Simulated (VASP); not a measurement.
A run of VASP 6.6.1:

Contents of INCAR:

```
ALGO = Fast
EDIFF = 1E-6
ENCUT = 520
GGA = PS
ISIF = 2
ISMEAR = 0
LASPH = True
LCHARG = False
LREAL = False
LWAVE = False
NBANDS = 52
NELM = 100
PREC = Accurate
SIGMA = 0.15
```

KPOINTS

```
k-points
0
Gamma
  6 6 6
```

POSCAR

```
BiTe
1.0
   -4.9571144793     -2.9395362715      3.4078401891
    4.7766547235     -2.8411555680      3.2272162639
   -0.0050296894      5.5502831067      3.1232224818
Bi Te
4 4
Direct
    0.5318100222      0.5144325427      0.5102244534
   -0.0324411266      0.0287633974      0.5296093420
    0.0251361107      0.5193581037      0.0177629323
    0.4160782647     -0.0518094899      0.0162051562
    0.0729431973      0.0018176193     -0.0373955421
    0.4634251907      0.4988173110     -0.0719868311
    0.5294222919      0.0068379449      0.5197039998
   -0.0063739508      0.4817825710      0.5158764895
```

Potentials or basis: VASP PAW PBE potentials, release 64 (Bi_d, Te).

Command:

```bash
$ cat potpaw_PBE.64/Bi_d/POTCAR potpaw_PBE.64/Te/POTCAR > POTCAR
$ mpirun -np 1 vasp_std > vasp.out
```

Hardware: 1 thread of Oxide Virtual Turin-like Processor, on a shared host.

**Question.** How long does it take, and how much memory?

**Answer.** Wall time 42 min on 1 thread of Oxide Virtual Turin-like Processor (shared host), peak memory 1.1 GiB. Counts: scf iterations 14, k points 112.
